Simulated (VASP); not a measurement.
Crystal: Na3Mo.

```
CELL_PARAMETERS angstrom
4.21955 0.00000 0.00000
0.00000 4.21955 0.00000
0.00000 0.00000 4.21955
ATOMIC_POSITIONS crystal
Na 0.00000 0.50000 0.50000
Na 0.50000 0.00000 0.50000
Na 0.50000 0.50000 0.00000
Mo 0.00000 0.00000 0.00000
```

| Property | Result |
| --- | --- |
| Program | VASP 6.6.1 |
| Task | relaxation of cell and atoms |
| Functional | PBE |
| Potentials or basis | VASP PAW PBE potentials, release 64 (Na_pv, Mo_sv) |
| Cutoff | 600 eV |
| k mesh | 4 × 4 × 4 |
| Occupations | gaussian, width 0.1 eV |
| Spin | no spin polarisation |

At the start: pressure 11.1 GPa; volume 18.78 Å³/atom.

How do energy, volume and symmetry change on relaxing?

Over 4 steps the energy falls by 161.7 meV/atom and the volume is 24.65 Å³/atom (+31.2 %); space group Pm-3m (No. 221, to 0.05 Å).

Step by step:
```csv
step,energy change (eV),largest force (eV/Å),pressure (GPa),volume (Å³)
1,0.0000,0.0000,11.05,75.13
2,-0.5822,0.0000,2.57,90.11
3,-0.6423,0.0000,0.61,96.39
4,-0.6468,0.0000,0.06,98.58
```

Final structure:
```
CELL_PARAMETERS angstrom
4.61958 0.00000 0.00000
0.00000 4.61958 0.00000
0.00000 0.00000 4.61958
ATOMIC_POSITIONS crystal
Na 0.00000 0.50000 0.50000
Na 0.50000 0.00000 0.50000
Na 0.50000 0.50000 0.00000
Mo 0.00000 0.00000 0.00000
```

Caveat: the k points lie up to 0.34 Å⁻¹ apart in the final cell; the volume moved by over 15 % at a fixed basis, so the end points are rough.
